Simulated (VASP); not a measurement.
# Mg3BeS: single point with PBE

Crystal: Mg3BeS.

```
CELL_PARAMETERS angstrom
4.17923 0.00000 0.00000
0.00000 4.17923 0.00000
0.00000 0.00000 8.47456
ATOMIC_POSITIONS crystal
Mg 0.50000 0.00000 0.89206
Mg 0.00000 0.50000 0.89206
Mg 0.50000 0.50000 0.61341
Be 0.50000 0.50000 0.32212
S 0.50000 0.50000 0.09260
```

```yaml
Program: VASP 6.6.1
Task: single point
Functional: PBE
Potentials_or_basis: VASP PAW PBE potentials, release 64 (Mg, Be, S)
Cutoff: 520 eV
k_mesh: 6 × 6 × 4
Occupations: gaussian, width 0.1 eV
Spin: no spin polarisation
Dipole_correction: no
Further_INCAR_settings: ALGO = Normal; EDIFF = 1e-06; NBANDS = 15
```

* Pressure: 0.0 GPa
* Largest force: 0.014 eV/Å
* Band gap on the k mesh: zero (band 7 reaches 1.76 eV, above the bottom of band 8 at 0.49 eV)

Forces in eV/Å, atoms in the order of the input:
```
Mg   0.000  0.000 -0.005
Mg   0.000  0.000 -0.005
Mg   0.000  0.000  0.001
Be   0.000  0.000  0.014
S    0.000  0.000 -0.005
```

Levels at points of the mesh, in eV from the Fermi level:
```csv
k point,band 3,band 4,band 5,band 6,band 7,band 8,band 9,band 10,band 11,band 12
"(0.00, 0.00, 0.00)",-4.47,-3.52,-3.52,-1.89,-0.29,2.31,2.31,2.34,3.01,3.18
"(0.50, 0.00, 0.00)",-5.34,-3.33,-3.17,-2.12,-0.84,-0.17,1.99,2.73,3.20,3.46
"(0.50, 0.50, 0.00)",-4.80,-4.80,-1.87,-1.17,-0.57,-0.57,0.16,0.75,0.75,2.91
"(0.00, 0.00, 0.50)",-3.96,-3.51,-3.51,-2.87,0.41,2.02,2.02,2.59,3.08,3.95
"(0.50, 0.00, 0.50)",-5.32,-3.33,-2.71,-2.32,-1.68,0.83,1.48,2.80,2.92,3.79
"(0.50, 0.50, 0.50)",-4.79,-4.79,-1.46,-1.16,-0.86,-0.86,-0.56,1.84,1.84,2.55
```

Run time: 23 s on 1 thread of Intel(R) Xeon(R) 6975P-C (Granite Rapids), with other jobs on the host, peak memory 0.27 GiB.
